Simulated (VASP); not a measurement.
TePb: relaxation of cell and atoms with r2SCAN

The system is TePb.

```
Pb Te
1.0
     5.52761    0.00000    0.00000
    -2.76381    4.78705    0.00000
     0.00000    0.00000    6.61817
Pb Te
2 2
Direct
  0.33333 0.66667 0.25000
  0.66667 0.33333 0.75000
  0.66667 0.33333 0.25000
  0.33333 0.66667 0.75000
```

| Item | Value |
| --- | --- |
| Program | VASP 6.6.1 |
| Task | relaxation of cell and atoms |
| Functional | r2SCAN |
| Potentials or basis | VASP PAW PBE potentials, release 64 (Pb_d, Te) |
| Cutoff | 600 eV |
| k mesh | 6 × 6 × 4 |
| Occupations | fermi-dirac, width 0.02 eV |
| Spin | no spin polarisation |
| Dipole correction | no |
| Further INCAR settings | ALGO = Normal; EDIFF = 1e-06; IBRION = 2; EDIFFG = -0.005; NSW = 80; ISIF = 3 |

The relaxed volume is 43.05 Å³/atom, the relaxed cell is a = 5.499 Å, b = 5.499 Å, c = 6.575 Å, α = 90.00°, β = 90.00°, γ = 120.00° and the space group after relaxing (to 0.1 Å) is P6_3/mmc (No. 194). The energy gained by relaxing is 1.2 meV/atom and the ionic steps are 3. The pressure after relaxing is 0.0 GPa and the band gap on the k mesh is 1.39 eV.

The path:
```csv
step,energy change (eV),largest force (eV/Å),pressure (GPa),volume (Å³)
1,0.0000,0.0000,-0.51,175.12
2,-0.0047,0.0000,0.12,171.58
3,-0.0049,0.0000,0.01,172.20
```

Final structure:
```yaml
crystal:
  lattice:
    - [5.49937, 0.00000, 0.00000]
    - [-2.74968, 4.76259, 0.00000]
    - [0.00000, 0.00000, 6.57464]
  atoms:
    - { symbol: Pb, position: [0.33333, 0.66667, 0.25000] }
    - { symbol: Pb, position: [0.66667, 0.33333, 0.75000] }
    - { symbol: Te, position: [0.66667, 0.33333, 0.25000] }
    - { symbol: Te, position: [0.33333, 0.66667, 0.75000] }
```

Levels at points of the mesh, in eV from the valence-band top:
| k point | band 18 | band 19 | band 20 | band 21 | band 22 | band 23 |
| --- | --- | --- | --- | --- | --- | --- |
| (0.00, 0.00, 0.00) | -1.49 | -1.48 | -1.48 | 1.49 | 1.49 | 3.10 |
| (0.50, 0.00, 0.00) | -2.00 | -1.90 | -0.43 | 2.59 | 3.70 | 3.71 |
| (0.00, 0.00, 0.50) | -2.17 | -1.21 | -1.21 | 1.99 | 1.99 | 1.99 |
| (0.50, 0.00, 0.50) | -1.45 | -0.63 | -0.63 | 1.50 | 1.50 | 2.95 |

It took 11 min on 1 thread of Intel(R) Xeon(R) 6975P-C (Granite Rapids), on a shared host, peak memory 0.45 GiB.

Caveat: the PAW data sets were made with another functional, which shifts forces and pressure a little; spin-orbit coupling is left out, which moves the levels of the heavy elements. A k mesh can miss the band edges.
